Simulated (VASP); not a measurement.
Input of a VASP 6.6.1 run:

Contents of INCAR:

```
SYSTEM = BeS
ALGO = Normal ; EDIFF = 1E-6
ENCUT = 600 ; GGA = PE
GGA_COMPAT = .FALSE. ; ISIF = 2
ISMEAR = 0 ; LASPH = .TRUE.
LCHARG = .FALSE. ; LREAL = .FALSE.
LWAVE = .FALSE. ; NBANDS = 11
NELM = 120 ; PREC = Accurate
SIGMA = 0.02
```

Contents of KPOINTS:

```
k-points
0
G
  8 8 8
  0 0 0
```

File POSCAR:

```
BeS
1.0
    0.0000000000      2.4378841697      2.4378841697
    2.4378841697      0.0000000000      2.4378841697
    2.4378841697      2.4378841697      0.0000000000
Be S
1 1
Direct
    0.0000000000      0.0000000000      0.0000000000
    0.2500000000      0.2500000000      0.2500000000
```

Potentials or basis: VASP PAW PBE potentials, release 64 (Be, S).

Command:

```sh
$ cat potpaw_PBE.64/Be/POTCAR potpaw_PBE.64/S/POTCAR > POTCAR
$ mpirun -np 1 vasp_std > vasp.out
```

What does it give for the pressure?

0.1 GPa.

Estimate the band gap on the k mesh.

3.15 eV, indirect (least direct gap 5.68 eV).

A k mesh can miss the band edges.
